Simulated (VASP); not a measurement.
Crystal: TaN.

```
Ta N
1.0
     2.93613    0.00000    0.00000
    -1.46806    2.54276    0.00000
     0.00000    0.00000    2.88668
Ta N
1 1
Direct
  0.33333 0.66667 0.50000
  0.00000 0.00000 0.00000
```

Base run:

```yaml
Program: VASP 6.6.1
Functional: PBE
Dispersion: D3(BJ)
Potentials_or_basis: VASP PAW PBE potentials, release 64 (Ta_pv, N)
Cutoff: 600 eV
k_mesh: 10 × 10 × 8
Occupations: gaussian, width 0.05 eV
Spin: collinear spin, ferromagnetic start
Starting_moments: "[0.05, 0.0] μB"
```

Its results: band gap on the k mesh zero (filled and empty bands overlap); pressure -1.9 GPa; net moment 0.00 μB per cell.

Problem. The run is repeated on the same cell with these changes: dispersion from D3(BJ) to none. What comes out?

Solution. Band gap on the k mesh zero (filled and empty bands overlap); pressure 5.2 GPa; net moment 0.00 μB per cell.

Dispersion adds attraction, which lowers the pressure at fixed volume and, as a term added to the energy, leaves the levels alone.

Caveats: spin-orbit coupling is left out, which moves the levels of the heavy elements; pairwise dispersion overbinds metals, which lowers pressure and volume (some runs).
